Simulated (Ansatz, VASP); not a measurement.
Cr: VASP beside Ansatz

```xyz
1
Lattice="-1.4072 1.4072 1.4072 1.4072 -1.4072 1.4072 1.4072 1.4072 -1.4072" Properties=species:S:1:pos:R:3 pbc="T T T"
Cr    0.0000    0.0000    0.0000
```

Alike in both runs: functional PBEsol; k mesh 20 × 20 × 20; occupations gaussian, width 0.1 eV; no spin polarisation.

Ansatz relaxed the structure, and its values are those at the end. VASP's run is a single point on that final structure, the one shown.

|  | VASP | Ansatz |
| --- | --- | --- |
| version | VASP 6.6.1 | Ansatz 0.2.0 |
| potentials or method | VASP PAW PBE potentials, release 64 (Cr_pv), cutoff 520 eV | scalar-relativistic, plane waves, PAW |
| valence electrons in the cell | 12 | 14 |

Ansatz gave:

* gap on the k mesh at the Fermi level (eV): none
* pressure (GPa): -0.1

Q: Which values does VASP return?

A: gap on the k mesh at the Fermi level (eV): none; pressure (GPa): -0.7.

VASP's potentials were made for PBE, not for PBEsol. A gap of «none» marks a metal or a gap that the smearing closes. VASP's potentials hold 12 valence electrons a cell and Ansatz's 14, so a difference there can come from the potentials and not from the codes.
